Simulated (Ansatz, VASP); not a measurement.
## AlGa7N8: VASP beside Ansatz

File INCAR:

```
  ALGO = Normal
  EDIFF = 1E-6
  EDIFFG = -0.005
  ENCUT = 600
  GGA = PS
  IBRION = 2
  ISIF = 3
  ISMEAR = 0
  LASPH = True
  LCHARG = False
  LREAL = Auto
  LWAVE = False
  NELM = 100
  NSW = 100
  PREC = Accurate
  SIGMA = 0.02
```

Contents of KPOINTS:

```
k-points
0
Gamma
  6 6 6
```

Contents of POSCAR:

```
AlGa7N8
1.0
    0.0000000000      0.0000000000     -5.1629151348
    3.1732265611      5.4961896277      0.0000000000
    3.1732265611     -5.4961896277      0.0000000000
Al Ga N
1 7 8
Direct
    0.0018072109      0.1666666667      0.3333333333
    0.0011966235      0.1673192106      0.8336596053
    0.0011966235      0.6663403947      0.3326807894
    0.0011966235      0.6663403947      0.8336596053
    0.5007920591      0.3324751803      0.6649503607
    0.5007920591      0.3324751803      0.1675248197
    0.5007361972      0.8333333333      0.6666666667
    0.5007920591      0.8350496393      0.1675248197
    0.6338019790      0.1666666667      0.3333333333
    0.6230044665      0.1671698233      0.8335849117
    0.6230044665      0.6664150883      0.3328301767
    0.6230044665      0.6664150883      0.8335849117
    0.1217435335      0.3299574067      0.6599148133
    0.1217435335      0.3299574067      0.1700425933
    0.1234445651      0.8333333333      0.6666666667
    0.1217435335      0.8400851867      0.1700425933
```

Input for Ansatz:

```yaml
crystal:
  lattice:
    - [0.0, 0.0, -5.1629151348]
    - [3.1732265611, 5.4961896277, 0.0]
    - [3.1732265611, -5.4961896277, 0.0]
  atoms:
    - { symbol: Al, position: [0.0018072109, 0.1666666667, 0.3333333333] }
    - { symbol: Ga, position: [0.0011966235, 0.1673192106, 0.8336596053] }
    - { symbol: Ga, position: [0.0011966235, 0.6663403947, 0.3326807894] }
    - { symbol: Ga, position: [0.0011966235, 0.6663403947, 0.8336596053] }
    - { symbol: Ga, position: [0.5007920591, 0.3324751803, 0.6649503607] }
    - { symbol: Ga, position: [0.5007920591, 0.3324751803, 0.1675248197] }
    - { symbol: Ga, position: [0.5007361972, 0.8333333333, 0.6666666667] }
    - { symbol: Ga, position: [0.5007920591, 0.8350496393, 0.1675248197] }
    - { symbol: "N", position: [0.633801979, 0.1666666667, 0.3333333333] }
    - { symbol: "N", position: [0.6230044665, 0.1671698233, 0.8335849117] }
    - { symbol: "N", position: [0.6230044665, 0.6664150883, 0.3328301767] }
    - { symbol: "N", position: [0.6230044665, 0.6664150883, 0.8335849117] }
    - { symbol: "N", position: [0.1217435335, 0.3299574067, 0.6599148133] }
    - { symbol: "N", position: [0.1217435335, 0.3299574067, 0.1700425933] }
    - { symbol: "N", position: [0.1234445651, 0.8333333333, 0.6666666667] }
    - { symbol: "N", position: [0.1217435335, 0.8400851867, 0.1700425933] }
basis:
  ecutwfc: 420
kpoints:
  mp_grid: { grid: [6, 6, 6] }
hamiltonian:
  xc: pbesol
scf:
  occupations: { method: gaussian, width: 0.02 }
output:
  forces: true
  stress: true
  eigenvalues: true
  write_density: true
  write_potential: true
  elf: true
  volumetric_format: npy
relax:
  adjacent_minimum: "off"
  f_tol: 0.005
  max_steps: 80
  cell: { stress_tol: 0.05 }
```

Alike in both runs: task relaxation of cell and atoms; functional PBEsol; k mesh 6 × 6 × 6; occupations gaussian, width 0.02 eV; no spin polarisation.

```csv
,VASP,Ansatz
version,VASP 6.6.1,Ansatz 0.2.0
potentials or method,"VASP PAW PBE potentials, release 64 (Al, Ga_d, N), cutoff 600 eV","scalar-relativistic, plane waves, PAW"
valence electrons in the cell,134,134
```

```csv
,VASP,Ansatz,Ansatz less VASP
"gap on the k mesh at the Fermi level, each at its own relaxed structure (eV)",2.17,2.14,-0.029
relaxed volume (Å³/atom),11.24,11.26,+0.020
relaxed cell length with the largest relative difference (Å),6.342,6.346,+0.0043
```

VASP's potentials were made for PBE, not for PBEsol.
